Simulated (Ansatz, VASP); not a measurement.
**SiGeTe2S2 in VASP and in Ansatz**

```xyz
6
Lattice="4.3311 0.0000 0.0000 0.0000 4.3311 0.0000 0.0000 0.0000 9.2044" Properties=species:S:1:pos:R:3 pbc="T T T"
Si    0.0000    0.0000    0.0000
Ge    0.0000    0.0000    4.6022
Te    2.1655    2.1655    5.9866
Te    2.1655    2.1655    3.2178
S     2.1655    0.0000    0.0000
S     0.0000    2.1655    0.0000
```

Change from the starting cell: species swapped into the LaAl2BRu2 type (P4/mmm, No. 123).

Alike in both runs: functional PBE; k mesh 10 × 10 × 4; occupations gaussian, width 0.1 eV; no spin polarisation.

Ansatz relaxed the structure, and its values are those at the end. VASP's run is a single point on that final structure, the one shown.

|  | VASP | Ansatz |
| --- | --- | --- |
| version | VASP 6.6.1 | Ansatz 0.2.0 |
| potentials or method | VASP PAW PBE potentials, release 64 (Si, Ge_d, Te, S), cutoff 520 eV | scalar-relativistic, plane waves, PAW |
| valence electrons in the cell | 42 | 62 |

|  | VASP | Ansatz | Ansatz less VASP |
| --- | --- | --- | --- |
| gap on the k mesh at the Fermi level (eV) | none | none | - |
| pressure (GPa) | 0.0 | 0.0 | +0.05 |
| rms of the force components (eV/Å) | 0.009 | 0.002 | -0.0073 |

A gap of «none» marks a metal or a gap that the smearing closes. VASP's potentials hold 42 valence electrons a cell and Ansatz's 62, so a difference there can come from the potentials and not from the codes.

Neither program's run includes spin-orbit coupling.
